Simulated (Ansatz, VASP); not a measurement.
One calculation of Sb, two programs

The input POSCAR:

```
Sb
1.0
    3.1600000000      0.0000000000      0.0000000000
    0.0000000000      3.1600000000      0.0000000000
    0.0000000000      0.0000000000      3.1600000000
Sb
1
Direct
    0.0000000000      0.0000000000      0.0000000000
```

The input INCAR.step1:

```
SYSTEM = Sb
ALGO = Normal ; EDIFF = 1E-4
ENCUT = 520 ; GGA = PE
ISMEAR = -1 ; LASPH = .True.
LCHARG = .False. ; LREAL = .False.
LWAVE = .True. ; NBANDS = 8
NELM = 100 ; PREC = Accurate
SIGMA = 0.1
```

Contents of INCAR.step2:

```
SYSTEM = Sb
ALGO = Normal ; EDIFF = 1E-6
ENCUT = 520 ; ISIF = 2
ISMEAR = -1 ; ISTART = 1
IVDW = 13 ; LASPH = .True.
LCHARG = .False. ; LMIXTAU = .True.
LREAL = .False. ; LWAVE = .False.
METAGGA = R2SCAN ; NBANDS = 8
NELM = 100 ; PREC = Accurate
SIGMA = 0.1 ; VDW_A1 = 0.51559235
VDW_A2 = 5.77342911 ; VDW_S6 = 1.0
VDW_S8 = 0.6018749
```

File KPOINTS:

```
k-points
0
Gamma
  6 6 6
  0 0 0
```

Input for Ansatz:

```yaml
crystal:
  lattice:
    a: 3.16
    b: 3.16
    c: 3.16
    alpha: 90.0
    beta: 90.0
    gamma: 90.0
  atoms:
    - { symbol: Sb, position: [0.0, 0.0, 0.0] }
basis:
  ecutwfc: 612.25619053473
kpoints:
  mp_grid:
    grid: [6, 6, 6]
hamiltonian:
  xc: r2scan
  dispersion: d4
scf:
  occupations:
    method: fermi_dirac
    width: 0.1
output:
  dos:
    de: 0.05
    method:
      smearing:
        sigma: 0.1
    projected: true
  forces: true
  stress: true
```

Alike in both runs: task single point; functional r2SCAN; dispersion D4; k mesh 6 × 6 × 6; occupations fermi-dirac, width 0.1 eV; no spin polarisation.

|  | VASP | Ansatz |
| --- | --- | --- |
| version | VASP 6.6.1 | Ansatz 0.2.0 |
| potentials or method | VASP PAW PBE potentials, release 64 (Sb), cutoff 520 eV | plane waves, PAW |
| valence electrons in the cell | 5 | 15 |

```csv
,VASP,Ansatz,Ansatz less VASP
gap on the k mesh at the Fermi level (eV),none,none,-
pressure (GPa),-3.6,-3.6,0.00
```

VASP's potentials were made for PBE, not for r2SCAN. A gap of «none» marks a metal or a gap that the smearing closes. VASP's potentials hold 5 valence electrons a cell and Ansatz's 15, so a difference there can come from the potentials and not from the codes.

Spin-orbit coupling is off throughout.
